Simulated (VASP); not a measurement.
# WSe2 (P6_3/mmc) in VASP: further runs

Runs on WSe2. Level: PBEsol. Tasks: vibrations by perturbation theory.

Program: VASP 6.6.1. These are calculated values, not measurements. Logs are shortened: lines on timing, memory, paths and dates and some standing lists are left out, and cuts for length are marked.

## 1. The cell of the first run

Symmetry: P6_3/mmc, No. 194, hexagonal system. The conventional cell has a = 3.238 Å, b = 3.238 Å, c = 13.089 Å, α = 90.00°, β = 90.00°, γ = 120.00°. W (site symmetry -6m2) has 6 Se at 2.52 Å and 6 W at 3.24 Å within 3.3 Å. Within 3.4 Å of Se (site symmetry 3m) lie 3 W at 2.52 Å and 7 Se at 3.24 to 3.37 Å.

## 2. Vibrations by perturbation theory, PBEsol (19.81 Å³/atom)

The input, INCAR:

```
ALGO = Normal
EDIFF = 1E-8
ENCUT = 520
GGA = PS
IBRION = 8
ISIF = 2
ISMEAR = 0
LASPH = True
LCHARG = True
LREAL = False
LWAVE = False
NBANDS = 35
NELM = 100
NSW = 1
PREC = Accurate
SIGMA = 0.01
```

The input, KPOINTS:

```
k-points
0
Gamma
  6 6 2
```

The input, POSCAR:

```
WSe2
1.0
    3.2381157322      0.0000000000      0.0000000000
   -1.6190578661      2.8042904845      0.0000000000
    0.0000000000      0.0000000000     13.0888357384
W Se
2 4
Direct
    0.3333333333      0.6666666667      0.2500000000
    0.6666666667      0.3333333333      0.7500000000
    0.3333333333      0.6666666667      0.6211880627
    0.6666666667      0.3333333333      0.1211880627
    0.3333333333      0.6666666667      0.8788119373
    0.6666666667      0.3333333333      0.3788119373
```

Potentials or basis: VASP PAW PBE potentials, release 64 (W_sv, Se).

Run with:

```console
> cat potpaw_PBE.64/W_sv/POTCAR potpaw_PBE.64/Se/POTCAR > POTCAR
> mpirun -np 1 vasp_std > vasp.out
```

OUTCAR:

```text
EDIFF = 1E-8
   ENCUT = 520
   GGA = PS
   IBRION = 8
   ISIF = 2
   ISMEAR = 0
   LASPH = True
   LREAL = False
   NELM = 100
   NSW = 1
   PREC = Accurate

 ion  position               nearest neighbor table
   1  0.333  0.667  0.250-   4 2.52   6 2.52   4 2.52   6 2.52   4 2.52   6 2.52
   2  0.667  0.333  0.750-   3 2.52   5 2.52   3 2.52   5 2.52   3 2.52   5 2.52
   3  0.333  0.667  0.621-   2 2.52   2 2.52   2 2.52
   4  0.667  0.333  0.121-   1 2.52   1 2.52   1 2.52
   5  0.333  0.667  0.879-   2 2.52   2 2.52   2 2.52
   6  0.667  0.333  0.379-   1 2.52   1 2.52   1 2.52

  LATTYP: Found a hexagonal cell.
 ALAT       =     3.2381157322
 C/A-ratio  =     4.0421148658

  Lattice vectors:

 A1 = (   3.2381157322,   0.0000000000,   0.0000000000)
 A2 = (  -1.6190578661,   2.8042904845,   0.0000000000)
 A3 = (   0.0000000000,   0.0000000000,  13.0888357384)

Analysis of symmetry for initial positions (statically):
=====================================================================
 Subroutine PRICEL returns:
 Original cell was already a primitive cell.

 Routine SETGRP: Setting up the symmetry group for a
 hexagonal supercell.

 Subroutine GETGRP returns: Found 24 space group operations
 (whereof 12 operations were pure point group operations)
 out of a pool of 24 trial point group operations.

The static configuration has the point symmetry D_3d.
 The point group associated with its full space group is D_6h.

Analysis of symmetry for dynamics (positions and initial velocities):
=====================================================================
 Subroutine PRICEL returns:
 Original cell was already a primitive cell.

 Routine SETGRP: Setting up the symmetry group for a
 hexagonal supercell.

 Subroutine GETGRP returns: Found 24 space group operations
 (whereof 12 operations were pure point group operations)
 out of a pool of 24 trial point group operations.

The dynamic configuration has the point symmetry D_3d.
 The point group associated with its full space group is D_6h.

 Subroutine INISYM returns: Found 24 space group operations
 (whereof 12 operations are pure point group operations),
 and found     1 'primitive' translations

----------------------------------------------------------------------------------------

                                     Primitive cell

  volume of cell :     118.8547

  direct lattice vectors                    reciprocal lattice vectors
     3.238115732  0.000000000  0.000000000     0.308821575  0.178298219  0.000000000
    -1.619057866  2.804290485  0.000000000     0.000000000  0.356596439  0.000000000
[... 689 lines left out ...]

 POSITION                                       TOTAL-FORCE (eV/Angst)
 -----------------------------------------------------------------------------------
     -0.00000      1.86953      3.27221        -0.000000      0.000000      0.000000
      1.61906      0.93476      9.81663         0.000000     -0.000000      0.000000
     -0.00000      1.86953      8.13063         0.000000     -0.000000     -0.063150
      1.61906      0.93476      1.58621         0.000000      0.000000     -0.063150
     -0.00000      1.86953     11.50263         0.000000      0.000000      0.063150
      1.61906      0.93476      4.95821         0.000000      0.000000      0.063150
 -----------------------------------------------------------------------------------
    total drift:                                0.000000     -0.000000      0.000000

  FREE ENERGIE OF THE ION-ELECTRON SYSTEM (eV)
  ---------------------------------------------------
  free  energy   TOTEN  =       -46.5227911814 eV

  energy  without entropy=      -46.5227911814  energy(sigma->0) =      -46.52279118

[... ionic steps 2 to 9 ...]

--------------------------------------- Ionic step       10  -------------------------------------------

------------------------ aborting loop because EDIFF is reached ----------------------------------------

[... ionic steps 11 to 11 ...]

--------------------------------------- Ionic step       12  -------------------------------------------

 Free energy of the ion-electron system (eV)
  ---------------------------------------------------
  ---------------------------------------------------
  free energy    TOTEN  =        -0.12308822 eV

  energy without entropy =       -0.12308822

------------------------ aborting loop because EDIFF is reached ----------------------------------------

 INTERNAL STRAIN TENSOR  FOR ION    3  DIRECTION 3   (eV/Angst):
 -----------------------------------------------------------------------------
    11.28184  0.00000 -0.00000
    -0.00000 11.28184  0.00000
     0.00000  0.00000 29.37159

 INTERNAL STRAIN TENSOR FOR ION    6 for displacements in x,y,z  (eV/Angst):
          X           Y           Z          XY          YZ          ZX
  --------------------------------------------------------------------------------
  x     0.00000    -0.00000     0.00000     3.82087     0.00000   -13.69675
  y     3.82087    -3.82087     0.00000     0.00000   -14.48704     0.00000
  z   -11.28184   -11.28184   -29.37159     0.00000     0.00000    -0.00000

 SECOND DERIVATIVES (NOT SYMMETRIZED)
 ------------------------------------
               1X          1Y          1Z          2X          2Y          2Z          3X          3Y          3Z          4X          4Y          4Z          5X          5Y          5Z          6X          6Y          6Z
  1X   -19.242924    0.000000    0.000000    0.065069    0.000000    0.000000    0.039681    0.000000    0.000000    9.549246    0.000000    0.000000    0.039681    0.000000    0.000000    9.549246    0.000000    0.000000
  1Y     0.000000  -19.242924   -0.000000    0.000000    0.065069   -0.000000    0.000000    0.039681   -0.000000    0.000000    9.549246   -0.000000    0.000000    0.039681    0.000000    0.000000    9.549246    0.000000
  1Z     0.000000   -0.000000  -29.908847    0.000000    0.000000    0.179194   -0.000000    0.000000   -0.046056    0.000000    0.000000   14.910883    0.000000   -0.000000   -0.046056   -0.000000    0.000000   14.910883
  2X     0.065069    0.000000    0.000000  -19.242924    0.000000    0.000000    9.549246    0.000000    0.000000    0.039681    0.000000    0.000000    9.549246    0.000000    0.000000    0.039681    0.000000    0.000000
  2Y     0.000000    0.065069   -0.000000    0.000000  -19.242924   -0.000000    0.000000    9.549246    0.000000    0.000000    0.039681    0.000000    0.000000    9.549246   -0.000000    0.000000    0.039681   -0.000000
  2Z     0.000000    0.000000    0.179194    0.000000   -0.000000  -29.908847   -0.000000    0.000000   14.910883    0.000000   -0.000000   -0.046056    0.000000    0.000000   14.910883   -0.000000    0.000000   -0.046056
  3X     0.039603    0.000000    0.000000    9.543694    0.000000   -0.000000   -9.264233    0.000000    0.000000   -0.017360    0.000000    0.000000   -0.369455    0.000000   -0.000000    0.067752    0.000000    0.000000
  3Y     0.000000    0.039603   -0.000000    0.000000    9.543694   -0.000000    0.000000   -9.264233    0.000000    0.000000   -0.017360    0.000000   -0.000000   -0.369455   -0.000000   -0.000000    0.067752   -0.000000
  3Z     0.000000    0.000000    0.027167    0.000000    0.000000   14.847283    0.000000   -0.000000  -16.667274    0.000000   -0.000000    0.054836    0.000000    0.000000    1.549069    0.000000    0.000000    0.188919
  4X     9.543694    0.000000    0.000000    0.039603    0.000000   -0.000000   -0.017360    0.000000    0.000000   -9.264233    0.000000    0.000000    0.067752    0.000000    0.000000   -0.369455    0.000000    0.000000
  4Y     0.000000    9.543694    0.000000    0.000000    0.039603    0.000000    0.000000   -0.017360   -0.000000    0.000000   -9.264233   -0.000000    0.000000    0.067752    0.000000    0.000000   -0.369455    0.000000
  4Z     0.000000   -0.000000   14.847283    0.000000    0.000000    0.027167    0.000000    0.000000    0.054836    0.000000    0.000000  -16.667274    0.000000    0.000000    0.188919    0.000000    0.000000    1.549069
  5X     0.039603    0.000000   -0.000000    9.543694    0.000000    0.000000   -0.369455    0.000000    0.000000    0.067752    0.000000    0.000000   -9.264233    0.000000    0.000000   -0.017360    0.000000    0.000000
  5Y     0.000000    0.039603    0.000000    0.000000    9.543694    0.000000    0.000000   -0.369455    0.000000    0.000000    0.067752    0.000000    0.000000   -9.264233   -0.000000    0.000000   -0.017360   -0.000000
  5Z     0.000000    0.000000    0.027167    0.000000   -0.000000   14.847283    0.000000    0.000000    1.549069    0.000000    0.000000    0.188919    0.000000    0.000000  -16.667274    0.000000    0.000000    0.054836
  6X     9.543694    0.000000   -0.000000    0.039603    0.000000    0.000000    0.067752    0.000000    0.000000   -0.369455    0.000000   -0.000000   -0.017360    0.000000    0.000000   -9.264233    0.000000    0.000000
  6Y     0.000000    9.543694   -0.000000    0.000000    0.039603   -0.000000   -0.000000    0.067752   -0.000000   -0.000000   -0.369455   -0.000000    0.000000   -0.017360    0.000000    0.000000   -9.264233    0.000000
  6Z     0.000000    0.000000   14.847283    0.000000    0.000000    0.027167    0.000000    0.000000    0.188919    0.000000    0.000000    1.549069    0.000000   -0.000000    0.054836    0.000000   -0.000000  -16.667274

 Eigenvectors and eigenvalues of the dynamical matrix
 ----------------------------------------------------

   1 f  =    9.308602 THz    58.487669 2PiTHz  310.501530 cm-1    38.497266 meV
             X         Y         Z           dx          dy          dz
     -0.000000  1.869527  3.272209    -0.000000    0.000000    0.477478
      1.619058  0.934763  9.816627     0.000000   -0.000000   -0.477478
     -0.000000  1.869527  8.130629    -0.000000    0.000000    0.368792
      1.619058  0.934763  1.586211     0.000000   -0.000000   -0.368792
     -0.000000  1.869527 11.502625    -0.000000    0.000000    0.368792
      1.619058  0.934763  4.958207     0.000000   -0.000000   -0.368792
[... 145 lines left out ...]
  18 f/i=    0.001492 THz     0.009376 2PiTHz    0.049775 cm-1     0.006171 meV
             X         Y         Z           dx          dy          dz
     -0.000000  1.869527  3.272209    -0.000000   -0.000000   -0.518698
      1.619058  0.934763  9.816627    -0.000000   -0.000000   -0.518698
     -0.000000  1.869527  8.130629    -0.000000   -0.000000   -0.339818
      1.619058  0.934763  1.586211    -0.000000   -0.000000   -0.339818
     -0.000000  1.869527 11.502625    -0.000000   -0.000000   -0.339818
      1.619058  0.934763  4.958207    -0.000000   -0.000000   -0.339818

--------------------------------------------------------------------------------------------------------

 ELASTIC MODULI CONTR FROM IONIC RELAXATION (kBar)
 Direction    XX          YY          ZZ          XY          YZ          ZX
 --------------------------------------------------------------------------------
 XX        -464.5110   -283.4821   -973.6777      0.0000      0.0000     -0.0000
 YY        -283.4821   -464.5110   -973.6777     -0.0000     -0.0000      0.0000
 ZZ        -973.6777   -973.6777  -2534.9117      0.0000     -0.0000     -0.0000
 XY           0.0000     -0.0000      0.0000    -90.5144      0.0000      0.0000
 YZ           0.0000     -0.0000     -0.0000      0.0000  -1260.2089      0.0000
 ZX          -0.0000      0.0000     -0.0000      0.0000      0.0000  -1126.4671
 --------------------------------------------------------------------------------
```

Run time: 6.5 min. Hardware: 1 thread of Intel Xeon 6975P-C (Granite Rapids), shared host; peak memory 0.5 GiB.

What came out:

- Highest phonon frequency at Γ, LO-TO splitting left out: 311 cm⁻¹

Phonon frequencies in cm⁻¹ (negative: imaginary):
```tsv
q point	frequencies
(0.000, 0.000, 0.000)	0 0 0 23 23 32 174 174 176 176 248 248 248 248 250 251 309 311
```

Caveat: the k points lie up to 0.37 Å⁻¹ apart; the cell stands under pressure or tension, which shifts response properties; the PAW data sets were made with another functional, which shifts forces and pressure a little; spin-orbit coupling is left out, which moves the levels of the heavy elements; this functional lacks dispersion, which binds layers or chains, so the pressure and a relaxed spacing across them are unreliable.

## 3. Vibrations by perturbation theory, PBEsol

This run uses another cell than the first one, of 20.42 Å³/atom.

The input, INCAR:

```
SYSTEM = WSe2
PREC = Accurate
ENCUT = 520
EDIFF = 1E-8
ISMEAR = 0
SIGMA = 0.01
LREAL = .False.
LASPH = .True.
NELM = 80
ALGO = Normal
ISIF = 2
LWAVE = .False.
LCHARG = .True.
GGA = PS
NBANDS = 35
IBRION = 8
NSW = 1
```

The input, KPOINTS:

```
regular mesh
0
Gamma
  6 6 2
  0 0 0
```

The input, POSCAR:

```
WSe2
1.0
    3.2711600118      0.0000000000      0.0000000000
   -1.6355800059      2.8329076700      0.0000000000
    0.0000000000      0.0000000000     13.2224045120
W Se
2 4
Direct
    0.3333333333      0.6666666667      0.2500000000
    0.6666666667      0.3333333333      0.7500000000
    0.3333333333      0.6666666667      0.6233844123
    0.6666666667      0.3333333333      0.1233844123
    0.3333333333      0.6666666667      0.8766155877
    0.6666666667      0.3333333333      0.3766155877
```

Potentials or basis: VASP PAW PBE potentials, release 64 (W_sv, Se).

Run with:

```console
> cat potpaw_PBE.64/W_sv/POTCAR potpaw_PBE.64/Se/POTCAR > POTCAR
> mpirun -np 1 vasp_std > vasp.out
```

OUTCAR:

```text
SYSTEM = WSe2
   PREC = Accurate
   ENCUT = 520
   EDIFF = 1E-8
   ISMEAR = 0
   LREAL = .False.
   LASPH = .True.
   NELM = 80
   ISIF = 2
   GGA = PS
   IBRION = 8
   NSW = 1

 ion  position               nearest neighbor table
   1  0.333  0.667  0.250-   4 2.52   6 2.52   4 2.52   6 2.52   4 2.52   6 2.52
   2  0.667  0.333  0.750-   3 2.52   5 2.52   3 2.52   5 2.52   3 2.52   5 2.52
   3  0.333  0.667  0.623-   2 2.52   2 2.52   2 2.52
   4  0.667  0.333  0.123-   1 2.52   1 2.52   1 2.52
   5  0.333  0.667  0.877-   2 2.52   2 2.52   2 2.52
   6  0.667  0.333  0.377-   1 2.52   1 2.52   1 2.52

  LATTYP: Found a hexagonal cell.
 ALAT       =     3.2711600118
 C/A-ratio  =     4.0421148658
[... 804 lines left out ...]
  5X     0.029731    0.000000    0.000000    9.405081   -0.000000    0.000000   -0.349552    0.000000   -0.000000    0.051621    0.000000    0.000000   -9.123055    0.000000    0.000000   -0.013826   -0.000000    0.000000
  5Y     0.000000    0.029731    0.000000   -0.000000    9.405081   -0.000000    0.000000   -0.349552   -0.000000    0.000000    0.051621    0.000000    0.000000   -9.123055    0.000000    0.000000   -0.013826    0.000000
  5Z     0.000000   -0.000000   -0.001063    0.000000   -0.000000   14.604492    0.000000    0.000000    1.623316    0.000000    0.000000    0.108089    0.000000   -0.000000  -16.400094    0.000000   -0.000000    0.065260
  6X     9.405081    0.000000    0.000000    0.029731    0.000000    0.000000    0.051621    0.000000    0.000000   -0.349552    0.000000    0.000000   -0.013826    0.000000    0.000000   -9.123055    0.000000    0.000000
  6Y     0.000000    9.405081    0.000000    0.000000    0.029731    0.000000   -0.000000    0.051621    0.000000    0.000000   -0.349552   -0.000000    0.000000   -0.013826    0.000000    0.000000   -9.123055    0.000000
  6Z     0.000000   -0.000000   14.604492    0.000000    0.000000   -0.001063    0.000000    0.000000    0.108089    0.000000    0.000000    1.623316   -0.000000    0.000000    0.065260    0.000000    0.000000  -16.400094

 Eigenvectors and eigenvalues of the dynamical matrix
 ----------------------------------------------------

   1 f  =    9.217024 THz    57.912273 2PiTHz  307.446843 cm-1    38.118533 meV
             X         Y         Z           dx          dy          dz
     -0.000000  1.888605  3.305601     0.000000    0.000000   -0.478794
      1.635580  0.944303  9.916803    -0.000000    0.000000    0.478794
     -0.000000  1.888605  8.242641     0.000000   -0.000000   -0.367938
      1.635580  0.944303  1.631439    -0.000000   -0.000000    0.367938
     -0.000000  1.888605 11.590966     0.000000   -0.000000   -0.367938
      1.635580  0.944303  4.979764    -0.000000   -0.000000    0.367938
[... 145 lines left out ...]
  18 f/i=    0.000804 THz     0.005052 2PiTHz    0.026821 cm-1     0.003325 meV
             X         Y         Z           dx          dy          dz
     -0.000000  1.888605  3.305601    -0.000000   -0.000000   -0.518579
      1.635580  0.944303  9.916803    -0.000000   -0.000000   -0.518579
     -0.000000  1.888605  8.242641    -0.000000   -0.000000   -0.339909
      1.635580  0.944303  1.631439    -0.000000   -0.000000   -0.339909
     -0.000000  1.888605 11.590966    -0.000000   -0.000000   -0.339909
      1.635580  0.944303  4.979764    -0.000000   -0.000000   -0.339909

--------------------------------------------------------------------------------------------------------

 ELASTIC MODULI CONTR FROM IONIC RELAXATION (kBar)
 Direction    XX          YY          ZZ          XY          YZ          ZX
 --------------------------------------------------------------------------------
 XX        -444.5886   -269.8294   -940.0502     -0.0000      0.0000      0.0000
 YY        -269.8294   -444.5886   -940.0502      0.0000     -0.0000     -0.0000
 ZZ        -940.0502   -940.0502  -2473.8861     -0.0000      0.0000      0.0000
 XY          -0.0000      0.0000     -0.0000    -87.3796     -0.0000      0.0000
 YZ          -0.0000     -0.0000      0.0000     -0.0000  -1218.7506     -0.0000
 ZX           0.0000     -0.0000      0.0000      0.0000     -0.0000  -1086.8921
 --------------------------------------------------------------------------------
```

stdout:

```text
POSCAR found type information on POSCAR W Se
 POSCAR found :  2 types and       6 ions
 scaLAPACK will be used
 -----------------------------------------------------------------------------
|                                                                             |
|                                                                             |
|     You enforced a specific xc type in the INCAR file but a different       |
|     I HOPE YOU KNOW WHAT YOU ARE DOING!                                     |
|                                                                             |
 -----------------------------------------------------------------------------

 LDA part: xc-table for (Slater+PW92), standard interpolation
 POSCAR, INCAR and KPOINTS ok, starting setup
 FFT: planning ... GRIDC
 FFT: planning ... GRID_SOFT
 FFT: planning ... GRID
 WAVECAR not read
 entering main loop
 Linear response reoptimize wavefunctions to high precision
 Linear response DOF=           4
 Linear response progress:
 first order change of Fermi-energy   0.82453E-01
 force on displaced ion       1 direction 1 : -18.920   0.013  -0.000
 Linear response progress:
 first order change of Fermi-energy  -0.10809E+00
 force on displaced ion       1 direction 3 :  -0.000   0.000 -29.379
 Linear response progress:
 first order change of Fermi-energy  -0.53415E-01
 force on displaced ion       3 direction 1 :  -9.123  -0.000  -0.000
 Linear response progress:
 first order change of Fermi-energy   0.44728E+00
 force on displaced ion       3 direction 3 :   0.000   0.000 -16.400
 Linear response finished
```

Run time: 7.3 min. Hardware: 1 thread of Intel Xeon 6975P-C (Granite Rapids), shared host; peak memory 0.53 GiB.

What came out:

* Highest phonon frequency at Γ, LO-TO splitting left out: 307 cm⁻¹

Phonon frequencies in cm⁻¹ (negative: imaginary):
```
              q point                                                     frequencies
(0.000, 0.000, 0.000)  0 0 0 19 19 26 173 173 174 174 246 246 246 246 249 249 306 307
```

Caveat: the k points lie up to 0.37 Å⁻¹ apart; the PAW data sets were made with another functional, which shifts forces and pressure a little; spin-orbit coupling is left out, which moves the levels of the heavy elements; this functional lacks dispersion, which binds layers or chains, so the pressure and a relaxed spacing across them are unreliable.

(Continued in part 2 of 3.)
